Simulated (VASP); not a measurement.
Runs of VASP 6.6.1 on Rh. The structure is that of space group P6_3/mmc (No. 194), or close to it. The cells are those of the table. This isn't the form of Rh at room conditions, which is fcc.

| cell | further INCAR settings | gap on the mesh (eV) | pressure (GPa) |
| --- | --- | --- | --- |
| a = 2.702, b = 2.702, c = 8.674 Å, angles 90.0, 90.0, 120.0°, 4 atoms | ALGO = Fast; EDIFF = 1e-06; NBANDS = 38 | none | -3.8 |
| a = 2.675, b = 2.675, c = 8.727 Å, angles 90.0, 90.0, 120.0°, 4 atoms | ALGO = Fast; EDIFF = 1e-07; NBANDS = 38 | none | -0.1 |
| a = 2.622, b = 2.622, c = 8.832 Å, angles 90.0, 90.0, 120.0°, 4 atoms | ALGO = Fast; EDIFF = 1e-07; NBANDS = 38 | none | (b) |
| a = 2.649, b = 2.649, c = 8.781 Å, angles 90.0, 90.0, 120.0°, 4 atoms | ALGO = Fast; EDIFF = 1e-07; NBANDS = 38 | none | 4.2 |
| a = 2.649, b = 2.649, c = 8.780 Å, angles 90.0, 90.0, 120.0°, 4 atoms | ALGO = Fast; EDIFF = 1e-07; NBANDS = 38 | none | (a) |

Alike in all rows: task single point; level PBEsol; potentials or basis VASP PAW PBE potentials, release 64 (Rh_pv); no spin polarisation; k mesh 24 × 24 × 6; cutoff (eV) 520; smearing gaussian 0.1 eV.

**Question.** Fill in the values left out.

**Answer.** (a) 4.3; (b) 9.3.

Caveats: the PAW data sets were made with another functional, which shifts forces and pressure a little; the stress differs along the axes, from -6 to -0 GPa (at least some runs); the stress differs along the axes, from 0 to 14 GPa (at least some runs); the stress differs along the axes, from -0 to 6 GPa (at least some runs); the stress differs along the axes, from 0 to 6 GPa (at least some runs).

A k mesh can miss the band edges, and the runs leave out spin-orbit coupling on Rh.

A gap of «none» marks levels without a gap at the run's occupations.
